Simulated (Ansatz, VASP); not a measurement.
## One calculation of LiF, two programs

```
Li F
1.0
     2.76430    0.00000    0.00000
     0.00000    2.76430    0.00000
     0.00000    0.00000    2.45715
Li F
1 1
Direct
  0.00000 0.00000 0.00000
  0.50000 0.50000 0.50000
```

Change from the starting cell: strain +0.080 along x and y, -0.040 along z, atoms carried along.

Alike in both runs: task single point; functional r2SCAN; k mesh 10 × 10 × 10; occupations gaussian, width 0.05 eV; no spin polarisation.

|  | VASP | Ansatz |
| --- | --- | --- |
| version | VASP 6.6.1 | Ansatz 0.2.0 |
| potentials or method | VASP PAW PBE potentials, release 64 (Li_sv, F), cutoff 520 eV | scalar-relativistic, plane waves, PAW |
| valence electrons in the cell | 10 | 10 |

|  | VASP | Ansatz | Ansatz less VASP |
| --- | --- | --- | --- |
| gap on the k mesh at the Fermi level (eV) | 7.01 | 6.84 | -0.163 |
| least direct gap on the mesh (eV) | 7.35 | 7.19 | -0.166 |

VASP's potentials were made for PBE, not for r2SCAN. The functional is the same, so the differences come from potentials, cutoffs and numerics.

Noted on VASP's run: the cutoff is under 1.25 times that of the potentials, so the pressure is a little rough.
